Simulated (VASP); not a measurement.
# Ta (P6_3/mmc) in VASP: single point with r2SCAN

Aim: the single point of Ta with r2SCAN.

All numbers are computed with VASP 6.6.1; they aren't measurements. Logs are shortened: lines on timing, memory, paths and dates and some standing lists are left out, and cuts for length are marked.

## 1. The cell of the first run

Symmetry: P6_3/mmc, No. 194, hexagonal system. Conventional cell: a = 2.888 Å, b = 2.888 Å, c = 5.118 Å, α = 90.00°, β = 90.00°, γ = 120.00°. Within 3.8 Å of Ta (site symmetry -6m2) lie 12 Ta at 2.89 to 3.05 Å.

## 2. Single point, r2SCAN

POSCAR

```
Ta
1.0
    2.8879886116      0.0000000000      0.0000000000
   -1.4439943058      2.5010715035      0.0000000000
    0.0000000000      0.0000000000      5.1181138655
Ta
2
Direct
    0.6666666667      0.3333333333      0.7500000000
    0.3333333333      0.6666666667      0.2500000000
```

INCAR.step1

```
SYSTEM = Ta
PREC = Accurate
ENCUT = 520
ISMEAR = 0
SIGMA = 0.15
LREAL = .FALSE.
LASPH = .TRUE.
NELM = 100
NBANDS = 18
GGA = PE
ALGO = Normal
EDIFF = 1E-4
LWAVE = .TRUE.
LCHARG = .FALSE.
```

INCAR.step2

```
SYSTEM = Ta
PREC = Accurate
ENCUT = 520
EDIFF = 1E-6
ISMEAR = 0
SIGMA = 0.15
LREAL = .FALSE.
LASPH = .TRUE.
NELM = 100
ALGO = Normal
ISIF = 2
LWAVE = .FALSE.
LCHARG = .FALSE.
METAGGA = R2SCAN
LMIXTAU = .TRUE.
NBANDS = 18
ISTART = 1
```

KPOINTS

```
regular mesh
0
G
  12 12 8
  0 0 0
```

Potentials or basis: VASP PAW PBE potentials, release 64 (Ta_pv).

Command:

```
> cat potpaw_PBE.64/Ta_pv/POTCAR > POTCAR
> cp INCAR.step1 INCAR
> mpirun -np 1 vasp_std > vasp.out
> cp INCAR.step2 INCAR
> mpirun -np 1 vasp_std > vasp.out
```

OUTCAR:

```text
SYSTEM = Ta
   PREC = Accurate
   ENCUT = 520
   EDIFF = 1E-6
   ISMEAR = 0
   LREAL = .FALSE.
   LASPH = .TRUE.
   NELM = 100
   ISIF = 2
   METAGGA = R2SCAN
   ISTART = 1

 ion  position               nearest neighbor table
   1  0.667  0.333  0.750-   2 3.05   2 3.05   2 3.05   2 3.05   2 3.05   2 3.05
   2  0.333  0.667  0.250-   1 3.05   1 3.05   1 3.05   1 3.05   1 3.05   1 3.05

  LATTYP: Found a hexagonal cell.
 ALAT       =     2.8879886116
 C/A-ratio  =     1.7722070804

  Lattice vectors:

 A1 = (   2.8879886116,   0.0000000000,   0.0000000000)
 A2 = (  -1.4439943058,   2.5010715035,   0.0000000000)
 A3 = (   0.0000000000,   0.0000000000,   5.1181138655)

Analysis of symmetry for initial positions (statically):
=====================================================================
 Subroutine PRICEL returns:
 Original cell was already a primitive cell.

 Routine SETGRP: Setting up the symmetry group for a
 hexagonal supercell.

 Subroutine GETGRP returns: Found 24 space group operations
 (whereof 12 operations were pure point group operations)
 out of a pool of 24 trial point group operations.

The static configuration has the point symmetry D_3d.
 The point group associated with its full space group is D_6h.

Analysis of symmetry for dynamics (positions and initial velocities):
=====================================================================
 Subroutine PRICEL returns:
 Original cell was already a primitive cell.

 Routine SETGRP: Setting up the symmetry group for a
 hexagonal supercell.

 Subroutine GETGRP returns: Found 24 space group operations
 (whereof 12 operations were pure point group operations)
 out of a pool of 24 trial point group operations.

The dynamic configuration has the point symmetry D_3d.
 The point group associated with its full space group is D_6h.

 Subroutine INISYM returns: Found 24 space group operations
 (whereof 12 operations are pure point group operations),
 and found     1 'primitive' translations

----------------------------------------------------------------------------------------

                                     Primitive cell

  volume of cell :      36.9685

  direct lattice vectors                    reciprocal lattice vectors
     2.887988612  0.000000000  0.000000000     0.346261753  0.199914316  0.000000000
    -1.443994306  2.501071503  0.000000000     0.000000000  0.399828633  0.000000000
     0.000000000  0.000000000  5.118113865     0.000000000  0.000000000  0.195384477

  length of vectors
     2.887988612  2.887988612  5.118113865     0.399828633  0.399828633  0.195384477

  position of ions in fractional coordinates (direct lattice)
     0.666666667  0.333333333  0.750000000
     0.333333333  0.666666667  0.250000000

  ion indices of the primitive-cell ions
   primitive index   ion index
                 1           1
                 2           2

----------------------------------------------------------------------------------------

 KPOINTS: regular mesh

Automatic generation of k-mesh.
 Grid dimensions read from file:
 generate k-points for:   12   12    8

 Generating k-lattice:

  Cartesian coordinates                     Fractional coordinates (reciprocal lattice)
     0.028855146  0.016659526  0.000000000     0.083333333  0.000000000  0.000000000
     0.000000000  0.033319053  0.000000000     0.000000000  0.083333333  0.000000000
     0.000000000  0.000000000  0.024423060     0.000000000  0.000000000  0.125000000

  Length of vectors
     0.033319053  0.033319053  0.024423060

  Shift w.r.t. Gamma in fractional coordinates (k-lattice)
     0.000000000  0.000000000  0.000000000

 Subroutine IBZKPT returns following result:
 ===========================================

 Found     95 irreducible k-points:

 Following reciprocal coordinates:
            Coordinates               Weight
  0.000000  0.000000  0.000000      1.000000
  0.083333 -0.000000  0.000000      6.000000
  0.166667  0.000000  0.000000      6.000000
  0.250000  0.000000  0.000000      6.000000
  0.333333  0.000000  0.000000      6.000000
  0.416667  0.000000  0.000000      6.000000
[... 16 lines left out ...]
  0.250000  0.000000  0.125000     12.000000
  0.333333  0.000000  0.125000     12.000000
 [... further k-points ...]
   k-points           NKPTS =     95   k-points in BZ     NKDIM =     95   number of bands    NBANDS=     18
   number of dos      NEDOS =    301   number of ions     NIONS =      2
   total plane-waves  NPLWV =  23040
   dimension x,y,z NGX =    24 NGY =   24 NGZ =   40
   dimension x,y,z NGXF=    48 NGYF=   48 NGZF=   80
   ions per type =               2
   NGX,Y,Z   is equivalent  to a cutoff of  13.82, 13.82, 12.99 a.u.
   NGXF,Y,Z  is equivalent  to a cutoff of  27.63, 27.63, 25.99 a.u.
 SYSTEM =  Ta
   PREC   = accura    normal or accurate (medium, high low for compatibility)
   ISTART =      1    job   : 0-new  1-cont  2-samecut
   ICHARG =      0    charge: 1-file 2-atom 10-const
   ISPIN  =      1    spin polarized calculation?
   LNONCOLLINEAR =      F non collinear calculations
   LSORBIT =      F    spin-orbit coupling
   LASPH  =      T    aspherical Exc in radial PAW
   ENCUT  =  520.0 eV  38.22 Ry    6.18 a.u.   5.37  5.37  9.52*2*pi/ulx,y,z
   NELM   =    100;   NELMIN=  2; NELMDL=  0     # of ELM steps
   EDIFF  = 0.1E-05   stopping-criterion for ELM
   LREAL  =      F    real-space projection
   EDIFFG = 0.1E-04   stopping-criterion for IOM
   NSW    =      0    number of steps for IOM
   IBRION =     -1    ionic relax: 0-MD 1-quasi-New 2-CG
   NFREE  =      0    steps in history (QN), initial steepest desc. (CG)
   ISIF   =      2    stress and relaxation
   ISYM   =      2    0-nonsym 1-usesym 2-fastsym
   POTIM  = 0.5000    time-step for ionic-motion
   TEBEG  =    0.0;   TEEND  =   0.0 temperature during run
   PSTRESS=    0.0 pullay stress
   NELECT =      22.0000    total number of electrons
   NUPDOWN=      -1.0000    fix difference up-down
   EMIN   =  10.00;   EMAX   =-10.00  energy-range for DOS
   EFERMI =   0.00;   METHOD = LEGACY
   ISMEAR =     0;   SIGMA  =   0.15  broadening in eV -4-tet -1-fermi 0-gaus
   EFERMI_NEDOS =   21; number of points for ismear=-14 and -15
   IALGO  =     38    algorithm
   IMIX   =      4    mixing-type and parameters
     AMIX     =   0.40;   BMIX     =  1.00
     AMIX_MAG =   1.60;   BMIX_MAG =  1.00
  volume/ion in A,a.u.               =      18.48       124.74
  Fermi-wavevector in a.u.,A,eV,Ry     =   1.377015  2.602180 25.798949  1.896169
  Thomas-Fermi vector in A             =   2.502207
   LORBIT       =      0    0 simple, 1 ext, 2 COOP (PROOUT), +10 PAW based schemes
   METAGGA = R2SCAN    functional components
   LHFCALC =     F    Hartree Fock is set to
   AEXX    =    0.0000 exact exchange contribution
   IVDW    =     0    specifies the selected vdW correction
   LEPSILON=     F    determine dielectric tensor
   LRPA    =     F    only Hartree local field effects (RPA)
 non-spin polarized calculation
 Gauss-broadening in eV      SIGMA  =   0.15
  energy-cutoff  :      520.00
  volume of cell :       36.97
 maximum number of plane-waves:      1027
 NGX is ok and might be reduce to    24
   NGX = 11   NGY = 11   NGZ = 19

 number of electron      22.0000002 magnetization

 Free energy of the ion-electron system (eV)
  ---------------------------------------------------
  ext. energy  EPLUGINS =         0.00000000
  ---------------------------------------------------
  free energy    TOTEN  =       -96.56990980 eV

  energy without entropy =      -96.54279838  energy(sigma->0) =      -96.55635409

 E-fermi :   5.6003     XC(G=0): -13.6020

 val. band max:        5.5436401272   @ k =   0.1667   0.0000   0.5000
 cond. band min:       5.6027392080   @ k =   0.2500   0.0833   0.3750
 fundamental gap:      0.0590990808
 Fermi energy:         5.6002766687

 k-point     1 :       0.0000    0.0000    0.0000
  band No.  band energies     occupation
      1     -30.1997      2.00000
      2     -29.2773      2.00000
      3     -29.1726      2.00000
      4     -29.1726      2.00000
      5     -29.0802      2.00000
      6     -29.0802      2.00000
[... 10 lines left out ...]
     17      11.1567      0.00000
     18      11.1567      0.00000

 k-point     2 :       0.0833   -0.0000    0.0000
  band No.  band energies     occupation
      1     -30.1750      2.00000
      2     -29.2804      2.00000
      3     -29.2511      2.00000
      4     -29.1938      2.00000
      5     -29.1607      2.00000
      6     -29.0943      2.00000
[... 10 lines left out ...]
     17      11.2728      0.00000
     18      11.7216      0.00000

 k-point     3 :       0.1667    0.0000    0.0000
  band No.  band energies     occupation
      1     -30.1048      2.00000
      2     -29.4636      2.00000
      3     -29.3738      2.00000
      4     -29.2914      2.00000
      5     -29.2503      2.00000
      6     -29.1336      2.00000
[... 10 lines left out ...]
     17      11.4706      0.00000
     18      12.9194      0.00000

 k-point     4 :       0.2500    0.0000    0.0000
  band No.  band energies     occupation
      1     -30.0005      2.00000
      2     -29.7487      2.00000
      3     -29.6508      2.00000
      4     -29.3249      2.00000
      5     -29.3143      2.00000
      6     -29.1886      2.00000
[... 375 lines left out ...]
      4     -29.2955      2.00000
      5     -29.2459      2.00000
      6     -29.1381      2.00000
[... 10 lines left out ...]
     17      11.3906      0.00000
     18      12.4966      0.00000

 k-point    23 :       0.2500    0.0000    0.1250
  band No.  band energies     occupation
      1     -29.9911      2.00000
      2     -29.7336      2.00000
      3     -29.6628      2.00000
      4     -29.3280      2.00000
      5     -29.3198      2.00000
      6     -29.1939      2.00000
[... 10 lines left out ...]
     17      11.4770      0.00000
     18      13.2956      0.00000

 k-point    24 :       0.3333    0.0000    0.1250
  band No.  band energies     occupation
      1     -30.0495      2.00000
      2     -29.9368      2.00000
      3     -29.8257      2.00000
      4     -29.3915      2.00000
      5     -29.3617      2.00000
      6     -29.2501      2.00000
[... 10 lines left out ...]
     17      11.5387      0.00000
     18      13.5787      0.00000

 [... further k-points ...]
[... 5 lines left out ...]
  --------------------------------------------------------------------------------------
  -------------------------------------------------------------------------------------
  Total        0.0348348      0.0348348      0.2083917      0.0000000      0.0000000     -0.0000000
  in kB        1.5097053      1.5097053      9.0314922      0.0000000      0.0000000     -0.0000000
  external PRESSURE =       4.0169676 kB  Pullay stress =       0.0000000 kB

 VOLUME and BASIS-vectors are now :
 -----------------------------------------------------------------------------
  energy-cutoff  :      520.00
  volume of cell :       36.97
      direct lattice vectors                 reciprocal lattice vectors
     2.887988612  0.000000000  0.000000000     0.346261753  0.199914316  0.000000000
    -1.443994306  2.501071503  0.000000000     0.000000000  0.399828633  0.000000000
     0.000000000  0.000000000  5.118113865     0.000000000  0.000000000  0.195384477

 POSITION                                       TOTAL-FORCE (eV/Angst)
 -----------------------------------------------------------------------------------
      1.44399      0.83369      3.83859        -0.000000     -0.000000      0.000000
     -0.00000      1.66738      1.27953         0.000000      0.000000      0.000000
 -----------------------------------------------------------------------------------
    total drift:                                0.000000     -0.000000      0.000000

  FREE ENERGIE OF THE ION-ELECTRON SYSTEM (eV)
  ---------------------------------------------------
  free  energy   TOTEN  =       -96.5699098000 eV

  energy  without entropy=      -96.5427983788  energy(sigma->0) =      -96.55635409
```

It took 75 s on 1 thread of Intel Xeon 6975P-C (Granite Rapids), shared host; peak memory 0.2 GiB.

Results:

* Free energy: -96.5699 eV
* Pressure: 0.4 GPa
* Band gap on the k mesh: zero (band 11 reaches 7.05 eV, above the bottom of band 12 at 4.83 eV)

Stress tensor (GPa, compression positive):
```
0.15 0.00 0.00
0.00 0.15 0.00
0.00 0.00 0.90
```

Levels at points of the mesh, in eV from the Fermi level:
| k point | band 7 | band 8 | band 9 | band 10 | band 11 | band 12 | band 13 | band 14 | band 15 | band 16 |
| --- | --- | --- | --- | --- | --- | --- | --- | --- | --- | --- |
| (0.00, 0.00, 0.00) | -8.70 | -5.21 | -0.57 | -0.28 | 0.68 | 0.68 | 1.29 | 1.29 | 3.25 | 3.25 |
| (0.50, 0.00, 0.00) | -4.29 | -4.11 | -3.54 | -0.63 | -0.33 | 0.54 | 1.00 | 6.01 | 6.78 | 7.09 |
| (0.00, 0.00, 0.50) | -6.74 | -6.74 | -1.30 | -1.30 | 0.73 | 0.73 | 0.73 | 0.73 | 4.79 | 4.79 |
| (0.50, 0.00, 0.50) | -4.59 | -4.59 | -2.43 | -2.43 | 1.45 | 1.45 | 2.86 | 2.86 | 5.90 | 5.90 |

Caveat: the PAW data sets were made with another functional, which shifts forces and pressure a little; spin-orbit coupling is left out, which moves the levels of the heavy elements.
